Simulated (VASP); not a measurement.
The system is Pb.

```
CELL_PARAMETERS angstrom
3.50640 0.00000 0.00000
-1.75320 3.03663 0.00000
0.00000 0.00000 5.50615
ATOMIC_POSITIONS crystal
Pb 0.33333 0.66667 0.25000
Pb 0.66667 0.33333 0.75000
```

This isn't the form of Pb at room conditions, which is fcc.

This cell differs from its parent crystal: z stretched by -1.5 % at fixed volume.

Base run:

```yaml
Program: VASP 6.6.1
Functional: PBE
Potentials_or_basis: VASP PAW PBE potentials, release 64 (Pb_d)
Cutoff: 520 eV
k_mesh: 14 × 14 × 8
Occupations: fermi-dirac, width 0.08 eV
Spin: no spin polarisation
```

Its results: band gap on the k mesh zero (bands 14 and 15 overlap by 7.31 eV); pressure 4.1 GPa.

Question: The run is repeated on the same cell with these changes: functional from PBE to revPBE; occupations from fermi-dirac, width 0.08 eV to tetrahedron. What comes out?

Answer: Band gap on the k mesh zero (bands 14 and 15 overlap by 7.32 eV); pressure 5.6 GPa.

Caveats: the cell stands under pressure; spin-orbit coupling is left out, which moves the levels of the heavy elements; the PAW data sets were made with another functional, which shifts forces and pressure a little (at least some runs); tetrahedron occupations give inexact forces and stress in metals (at least some runs).
